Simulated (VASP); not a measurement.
# C10N in VASP: notebook

The runs below take C10N through single point, with PBE.

Program: VASP 6.6.1. These are calculated values, not measurements. Logs are shortened: lines on timing, memory, paths and dates and some standing lists are left out, and cuts for length are marked.

## Step 1: The cell of the first run

The cell holds a wire or tube with vacuum around it, 11 atoms: a = 4.272 Å, b = 8.872 Å, c = 20.279 Å, α = 90.00°, β = 90.00°, γ = 103.93°.

## Step 2: Single point, PBE

INCAR

```
SYSTEM = C10N
  PREC = Accurate
  ENCUT = 520
  EDIFF = 1E-6
  ISMEAR = 0
  SIGMA = 0.1
  LREAL = .FALSE.
  LASPH = .TRUE.
  NELM = 60
  ALGO = Normal
  ISIF = 2
  LWAVE = .FALSE.
  LCHARG = .FALSE.
  LDIPOL = .TRUE.
  IDIPOL = 3
  DIPOL = 0.5 0.5 0.323
  GGA = PE
  NBANDS = 34
```

KPOINTS

```
Automatic mesh
0
G
  7 3 1
  0 0 0
```

POSCAR

```
C10N
1.0
    4.2718357705      0.0000000000      0.0000000000
   -2.1359178852      8.6110540228      0.0000000000
    0.0000000000      0.0000000000     20.2788015587
C N
10 1
Direct
    0.1564123854      0.9794914374      0.1972503152
    0.8230790520      0.9794914374      0.1972503152
    0.6461581041      0.9589828748      0.2574344417
    0.3128247708      0.9589828748      0.2574344417
    0.1338042381      0.9383827998      0.3175270229
    0.8045779070      0.9383826011      0.3175270277
    0.6222260717      0.9176686260      0.3778997877
    0.2954419668      0.9176686383      0.3778996956
    0.0947392598      0.8987954532      0.4329047980
    0.8040521936      0.8987947219      0.4329053437
    0.5947392598      1.1487954532      0.3843193828
```

Potentials or basis: VASP PAW PBE potentials, release 64 (C, N).

The run is started by

```sh
cat potpaw_PBE.64/C/POTCAR potpaw_PBE.64/N/POTCAR > POTCAR
mpirun -np 1 vasp_std > vasp.out
```

OUTCAR:

```text
SYSTEM = C10N
   PREC = Accurate
   ENCUT = 520
   EDIFF = 1E-6
   ISMEAR = 0
   LREAL = .FALSE.
   LASPH = .TRUE.
   NELM = 60
   ISIF = 2
   GGA = PE

 ion  position               nearest neighbor table
   1  0.156  0.979  0.197-   2 1.42   4 1.42
   2  0.823  0.979  0.197-   3 1.42   1 1.42
   3  0.646  0.959  0.257-   4 1.42   2 1.42   6 1.43
   4  0.313  0.959  0.257-   3 1.42   1 1.42   5 1.43
   5  0.134  0.938  0.318-   6 1.41   4 1.43   8 1.44
   6  0.805  0.938  0.318-   5 1.41   3 1.43   7 1.44
   7  0.622  0.918  0.378-  10 1.39   8 1.40   6 1.44
   8  0.295  0.918  0.378-   9 1.39   7 1.40   5 1.44
   9  0.095  0.899  0.433-  10 1.24   8 1.39
  10  0.804  0.899  0.433-   9 1.24   7 1.39
  11  0.595  0.149  0.384-

  LATTYP: Found a base centered orthorhombic cell.
 ALAT       =     4.2718357705
 B/A-ratio  =     4.0315473185
 C/A-ratio  =     4.7470929708

  Lattice vectors:

 A1 = (   2.1359178852,  -8.6110540228,   0.0000000000)
 A2 = (   2.1359178853,   8.6110540228,   0.0000000000)
 A3 = (   0.0000000000,   0.0000000000,  20.2788015587)

Analysis of symmetry for initial positions (statically):
=====================================================================
 Subroutine PRICEL returns:
 Original cell was already a primitive cell.

 Routine SETGRP: Setting up the symmetry group for a
 base centered orthorhombic supercell.

 Subroutine GETGRP returns: Found  1 space group operations
 (whereof  1 operations were pure point group operations)
 out of a pool of  8 trial point group operations.

The static configuration has the point symmetry C_1 .

Analysis of symmetry for dynamics (positions and initial velocities):
=====================================================================
 Subroutine PRICEL returns:
 Original cell was already a primitive cell.

 Routine SETGRP: Setting up the symmetry group for a
 base centered orthorhombic supercell.

 Subroutine GETGRP returns: Found  1 space group operations
 (whereof  1 operations were pure point group operations)
 out of a pool of  8 trial point group operations.

The dynamic configuration has the point symmetry C_1 .

 Subroutine INISYM returns: Found  1 space group operations
 (whereof  1 operations are pure point group operations),
 and found     1 'primitive' translations

----------------------------------------------------------------------------------------

                                     Primitive cell

  volume of cell :     745.9559

  direct lattice vectors                    reciprocal lattice vectors
     4.271835771  0.000000000  0.000000000     0.234091396  0.058064901  0.000000000
    -2.135917885  8.611054023  0.000000000     0.000000000  0.116129802  0.000000000
     0.000000000  0.000000000 20.278801559     0.000000000  0.000000000  0.049312579

  length of vectors
     4.271835771  8.872000710 20.278801559     0.241185229  0.116129802  0.049312579

  position of ions in fractional coordinates (direct lattice)
     0.156412385  0.979491437  0.197250315
     0.823079052  0.979491437  0.197250315
     0.646158104  0.958982875  0.257434442
     0.312824771  0.958982875  0.257434442
     0.133804238  0.938382800  0.317527023
     0.804577907  0.938382601  0.317527028
     0.622226072  0.917668626  0.377899788
     0.295441967  0.917668638  0.377899696
     0.094739260  0.898795453  0.432904798
     0.804052194  0.898794722  0.432905344
     0.594739260  0.148795453  0.384319383

  ion indices of the primitive-cell ions
   primitive index   ion index
                 1           1
                 2           2
                 3           3
                 4           4
                 5           5
                 6           6
[... 38 lines left out ...]
|                                                                             |
|        The reciprocal lattice is base centered orthorhombic,                |
|        whereas your k-lattice is simple monoclinic.                         |
|                                                                             |
|     Results are often still useful ...                                      |
|                                                                             |
 -----------------------------------------------------------------------------

 WARNING: IBZKPT: internal override: KBLOWUP is changed to .FALSE.
      ... skipping the blow-up phase ...

 Subroutine IBZKPT returns following result:
 ===========================================

 Found     11 irreducible k-points:

 Following reciprocal coordinates:
            Coordinates               Weight
  0.000000  0.000000  0.000000      1.000000
  0.142857  0.000000  0.000000      2.000000
  0.285714  0.000000  0.000000      2.000000
  0.428571 -0.000000  0.000000      2.000000
  0.000000  0.333333  0.000000      2.000000
  0.142857  0.333333  0.000000      2.000000
  0.285714  0.333333  0.000000      2.000000
  0.428571  0.333333  0.000000      2.000000
 -0.428571  0.333333  0.000000      2.000000
 -0.285714  0.333333  0.000000      2.000000
 -0.142857  0.333333  0.000000      2.000000
   k-points           NKPTS =     11   k-points in BZ     NKDIM =     11   number of bands    NBANDS=     34
   number of dos      NEDOS =    301   number of ions     NIONS =     11
   total plane-waves  NPLWV = 358400
   dimension x,y,z NGX =    32 NGY =   70 NGZ =  160
   dimension x,y,z NGXF=    64 NGYF=  140 NGZF=  320
   ions per type =              10   1
   NGX,Y,Z   is equivalent  to a cutoff of  12.45, 13.12, 13.12 a.u.
   NGXF,Y,Z  is equivalent  to a cutoff of  24.91, 26.23, 26.23 a.u.
 SYSTEM =  C10N
   PREC   = accura    normal or accurate (medium, high low for compatibility)
   ISTART =      0    job   : 0-new  1-cont  2-samecut
   ICHARG =      2    charge: 1-file 2-atom 10-const
   ISPIN  =      1    spin polarized calculation?
   LNONCOLLINEAR =      F non collinear calculations
   LSORBIT =      F    spin-orbit coupling
   LASPH  =      T    aspherical Exc in radial PAW
   ENCUT  =  520.0 eV  38.22 Ry    6.18 a.u.   7.94 16.50 37.71*2*pi/ulx,y,z
   NELM   =     60;   NELMIN=  2; NELMDL= -5     # of ELM steps
   EDIFF  = 0.1E-05   stopping-criterion for ELM
   LREAL  =      F    real-space projection
   EDIFFG = 0.1E-04   stopping-criterion for IOM
   NSW    =      0    number of steps for IOM
   IBRION =     -1    ionic relax: 0-MD 1-quasi-New 2-CG
   NFREE  =      0    steps in history (QN), initial steepest desc. (CG)
   ISIF   =      2    stress and relaxation
   ISYM   =      2    0-nonsym 1-usesym 2-fastsym
   POTIM  = 0.5000    time-step for ionic-motion
   TEBEG  =    0.0;   TEEND  =   0.0 temperature during run
   PSTRESS=    0.0 pullay stress
   NELECT =      45.0000    total number of electrons
   NUPDOWN=      -1.0000    fix difference up-down
   EMIN   =  10.00;   EMAX   =-10.00  energy-range for DOS
   EFERMI =   0.00;   METHOD = LEGACY
   ISMEAR =     0;   SIGMA  =   0.10  broadening in eV -4-tet -1-fermi 0-gaus
   EFERMI_NEDOS =   21; number of points for ismear=-14 and -15
   IALGO  =     38    algorithm
   IMIX   =      4    mixing-type and parameters
     AMIX     =   0.40;   BMIX     =  1.00
     AMIX_MAG =   1.60;   BMIX_MAG =  1.00
  volume/ion in A,a.u.               =      67.81       457.63
  Fermi-wavevector in a.u.,A,eV,Ry     =   0.642059  1.213315  5.608854  0.412239
  Thomas-Fermi vector in A             =   1.708603
   LORBIT       =      0    0 simple, 1 ext, 2 COOP (PROOUT), +10 PAW based schemes
   GGA     = PE    functional components
   LHFCALC =     F    Hartree Fock is set to
   AEXX    =    0.0000 exact exchange contribution
   IVDW    =     0    specifies the selected vdW correction
   LEPSILON=     F    determine dielectric tensor
   LRPA    =     F    only Hartree local field effects (RPA)
 non-spin polarized calculation
 Gauss-broadening in eV      SIGMA  =   0.10
  energy-cutoff  :      520.00
  volume of cell :      745.96
 maximum number of plane-waves:     20148
   NGX = 15   NGY = 33   NGZ = 75

 dipolmoment           0.000000      0.000000      0.048331 electrons x Angstroem

 number of electron      45.0000000 magnetization

 dipolmoment           0.000000      0.000000     -0.052749 electrons x Angstroem

 Free energy of the ion-electron system (eV)
  ---------------------------------------------------
  ext. energy  EPLUGINS =         0.00000000
  ---------------------------------------------------
  free energy    TOTEN  =       -84.35571996 eV

  energy without entropy =      -84.28641316  energy(sigma->0) =      -84.32106656

 E-fermi :  -4.7850     XC(G=0):  -2.1910

 val. band max:       -4.7928190046   @ k =   0.4286   0.3333   0.0000
 cond. band min:      -4.7364117967   @ k =   0.1429   0.0000   0.0000
 fundamental gap:      0.0564072079
 Fermi energy:        -4.7849805939

 k-point     1 :       0.0000    0.0000    0.0000
  band No.  band energies     occupation
      1     -23.5697      2.00000
      2     -21.5929      2.00000
      3     -18.8862      2.00000
      4     -18.2909      2.00000
      5     -18.0152      2.00000
      6     -16.6292      2.00000
[... 396 lines left out ...]
     33       1.8807      0.00000
     34       2.0325      0.00000

------------------------ aborting loop because EDIFF is reached ----------------------------------------

 vacuum level on the upper side and lower side of the slab       (xc-potential included)        -0.208         0.043

  FORCE on cell =-STRESS in cart. coord.  units (eV):
  Direction    XX          YY          ZZ          XY          YZ          ZX
  --------------------------------------------------------------------------------------
  -------------------------------------------------------------------------------------
  Total       -0.7046455     -5.3989808      1.0523184     -0.0739549     -0.1237557      0.0666075
  in kB       -1.5134502    -11.5960270      2.2601882     -0.1588417     -0.2658047      0.1430609
  external PRESSURE =      -3.6164297 kB  Pullay stress =       0.0000000 kB

 VOLUME and BASIS-vectors are now :
 -----------------------------------------------------------------------------
  energy-cutoff  :      520.00
  volume of cell :      745.96
      direct lattice vectors                 reciprocal lattice vectors
     4.271835771  0.000000000  0.000000000     0.234091396  0.058064901  0.000000000
    -2.135917885  8.611054023  0.000000000     0.000000000  0.116129802  0.000000000
     0.000000000  0.000000000 20.278801559     0.000000000  0.000000000  0.049312579

 POSITION                                       TOTAL-FORCE (eV/Angst)
 -----------------------------------------------------------------------------------
     -1.42395      8.43445      4.00000        -6.516540     -0.158826      1.076494
      1.42395      8.43445      4.00000         6.517309     -0.182891      1.077961
      0.71197      8.25785      5.22046        -0.331900      0.167741     -1.269442
     -0.71197      8.25785      5.22046         0.308131      0.146173     -1.238926
     -1.43272      8.08046      6.43907        -0.857510     -0.135346     -0.612979
      1.43272      8.08046      6.43907         0.931261     -0.113546     -0.690583
      0.69798      7.90209      7.66335         0.017626      1.871883      0.258472
     -0.69799      7.90209      7.66335        -0.131864      1.559449      0.219117
     -1.51504      7.73958      8.77879        -0.875723     -0.236617      0.514461
      1.51503      7.73957      8.77880         0.971098     -0.274832      0.647157
      2.22281      1.28129      7.79354        -0.031888     -2.643186      0.018268
 -----------------------------------------------------------------------------------
    total drift:                                0.000022     -0.000258      0.000083

  FREE ENERGIE OF THE ION-ELECTRON SYSTEM (eV)
  ---------------------------------------------------
  free  energy   TOTEN  =       -84.3557199581 eV

  energy  without entropy=      -84.2864131591  energy(sigma->0) =      -84.32106656

 vacuum level on the upper side and lower side of the slab         1.150         1.405
```

Wall time 5.5 min (1 thread of Intel Xeon 6975P-C (Granite Rapids), shared host); peak memory 0.8 GiB.

Results:

| Property | Result |
| --- | --- |
| Free energy | -84.3557 eV |
| Largest force | 6.608 eV/Å |
| Band gap on the k mesh | zero (an odd number of electrons rules out a gap without spin polarisation) |

Forces on the atoms (eV/Å):
```
C   -6.517 -0.159  1.076
C    6.517 -0.183  1.078
C   -0.332  0.168 -1.269
C    0.308  0.146 -1.239
C   -0.858 -0.135 -0.613
C    0.931 -0.114 -0.691
C    0.018  1.872  0.258
C   -0.132  1.559  0.219
C   -0.876 -0.237  0.514
C    0.971 -0.275  0.647
N   -0.032 -2.643  0.018
```

Levels at points of the mesh, in eV from the Fermi level:
```csv
k point,band 21,band 22,band 23,band 24,band 25,band 26
"(0.00, 0.00, 0.00)",-0.88,0.06,0.22,1.23,1.30,1.63
```

## Step 3: Single point, PBE

INCAR: that of step 2 with these lines changed.

```diff
@@ -8,3 +8,3 @@
   LASPH = .TRUE.
-  NELM = 60
+  NELM = 100
   ALGO = Normal
@@ -15,3 +15,3 @@
   IDIPOL = 3
-  DIPOL = 0.5 0.5 0.323
+  DIPOL = 0.5 0.5 0.317
   GGA = PE
```

KPOINTS is that of step 2.

POSCAR: that of step 2 with these lines changed.

```diff
@@ -18,2 +18,2 @@
     0.8040521936      0.8987947219      0.4329053437
-    0.5947392598      1.1487954532      0.3843193828
+    0.0947392598      1.1487954532      0.3239557363
```

Potentials or basis: VASP PAW PBE potentials, release 64 (C, N).

The run is started by

```sh
cat potpaw_PBE.64/C/POTCAR potpaw_PBE.64/N/POTCAR > POTCAR
mpirun -np 1 vasp_std > vasp.out
```

Run time: 6 min. Hardware: 1 thread of Intel Xeon 6975P-C (Granite Rapids), shared host; peak memory 0.76 GiB.

It converged, with:

```
Free energy            : -84.5872 eV
Largest force          : 5.554 eV/Å
Band gap on the k mesh : zero (an odd number of electrons rules out a gap without spin polarisation)
```

Forces on the atoms (eV/Å):
```
C   -5.464 -0.234  0.972
C    5.427 -0.238  1.020
C   -0.878 -0.007 -2.080
C    0.929 -0.018 -2.118
C    0.413  2.111  0.129
C   -0.431  1.877  0.067
C   -1.551 -0.297  0.741
C    1.597 -0.344  0.852
C   -0.130 -0.135  0.204
C    0.142 -0.098  0.218
N   -0.054 -2.616 -0.004
```

Levels at points of the mesh, in eV from the Fermi level:
| k point | band 21 | band 22 | band 23 | band 24 | band 25 | band 26 |
| --- | --- | --- | --- | --- | --- | --- |
| (0.00, 0.00, 0.00) | -0.20 | 0.02 | 0.62 | 0.80 | 0.99 | 1.19 |

The gap in the log of VASP goes by the Fermi energy; the results here count the filled bands.